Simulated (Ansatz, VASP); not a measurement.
# NaF: VASP beside Ansatz

File POSCAR:

```
NaF
1.0
    3.1775543222      0.0000000000      0.0000000000
   -1.5887771611      2.7518427650      0.0000000000
    0.0000000000      0.0000000000      5.5676310468
Na F
2 2
Direct
    0.0000000000      0.0000000000      0.0000000000
    0.0000000000      0.0000000000      0.5000000000
    0.3333333333      0.6666666667      0.2500000000
    0.6666666667      0.3333333333      0.7500000000
```

INCAR.step1

```
SYSTEM = NaF
PREC = Accurate ; ENCUT = 520
ISMEAR = 0 ; SIGMA = 0.01
LREAL = .False. ; LASPH = .True.
NELM = 100 ; NBANDS = 22
GGA = PE ; ALGO = Normal
EDIFF = 1E-4 ; LWAVE = .True.
LCHARG = .False.
```

The input INCAR.step2:

```
SYSTEM = NaF
PREC = Accurate ; ENCUT = 520
EDIFF = 1E-7 ; ISMEAR = 0
SIGMA = 0.01 ; LREAL = .False.
LASPH = .True. ; NELM = 100
ALGO = Normal ; ISIF = 2
LWAVE = .False. ; LCHARG = .False.
METAGGA = R2SCAN ; LMIXTAU = .True.
NBANDS = 22 ; ISTART = 1
```

File KPOINTS:

```
regular mesh
0
Gamma
  6 6 4
  0 0 0
```

Input for Ansatz:

```yaml
crystal:
  lattice:
    - [3.1775543222, 0.0, 0.0]
    - [-1.5887771611, 2.751842765, 0.0]
    - [0.0, 0.0, 5.5676310468]
  atoms:
    - { symbol: Na, position: [0.0, 0.0, 0.0] }
    - { symbol: Na, position: [0.0, 0.0, 0.5] }
    - { symbol: F, position: [0.3333333333, 0.6666666667, 0.25] }
    - { symbol: F, position: [0.6666666667, 0.3333333333, 0.75] }
kpoints:
  mp_grid: { grid: [6, 6, 4] }
hamiltonian:
  xc: r2scan
scf:
  occupations: { method: fixed }
output:
  optics:
    e_range: [2, 30]
    de: 0.1
    sigma: 0.25
    scissors: 2.5
    scheme: fermi_dirac
    bands: auto
```

Alike in both runs: task single point; functional r2SCAN; k mesh 6 × 6 × 4; no spin polarisation.

|  | VASP | Ansatz |
| --- | --- | --- |
| version | VASP 6.6.1 | Ansatz 0.2.0 |
| potentials or method | VASP PAW PBE potentials, release 64 (Na_pv, F) | plane waves, PAW |
| plane-wave cutoff (eV) | 520 | 500 |
| occupations | gaussian, width 0.01 eV | fixed |
| valence electrons in the cell | 28 | 32 |

|  | VASP | Ansatz | Ansatz less VASP |
| --- | --- | --- | --- |
| gap on the k mesh at the Fermi level (eV) | 7.22 | 7.18 | -0.036 |

VASP's potentials were made for PBE, not for r2SCAN. VASP's potentials hold 28 valence electrons a cell and Ansatz's 32, so a difference there can come from the potentials and not from the codes.
